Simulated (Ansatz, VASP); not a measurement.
Ba: VASP beside Ansatz

```
Ba
1.0
    -2.53287    2.53287    2.53287
     2.53287   -2.53287    2.53287
     2.53287    2.53287   -2.53287
Ba
1
Direct
  0.00000 0.00000 0.00000
```

Alike in both runs: functional r2SCAN; k mesh 10 × 10 × 10; occupations gaussian, width 0.1 eV; no spin polarisation.

Ansatz relaxed the structure, and its values are those at the end. VASP's run is a single point on that final structure, the one shown.

|  | VASP | Ansatz |
| --- | --- | --- |
| version | VASP 6.6.1 | Ansatz 0.2.0 |
| potentials or method | VASP PAW PBE potentials, release 64 (Ba_sv), cutoff 550 eV | scalar-relativistic, plane waves, PAW |
| valence electrons in the cell | 10 | 10 |

VASP gave:

| Quantity | Value |
| --- | --- |
| gap on the k mesh at the Fermi level (eV) | none |
| pressure (GPa) | 0.1 |

Q: Which values does Ansatz return?

A: gap on the k mesh at the Fermi level (eV): none; pressure (GPa): 0.0.

VASP's potentials were made for PBE, not for r2SCAN. A gap of «none» marks a metal or a gap that the smearing closes. With one functional, cell and mesh, what is left measures potentials, basis and numerics.

Neither program's run includes spin-orbit coupling.
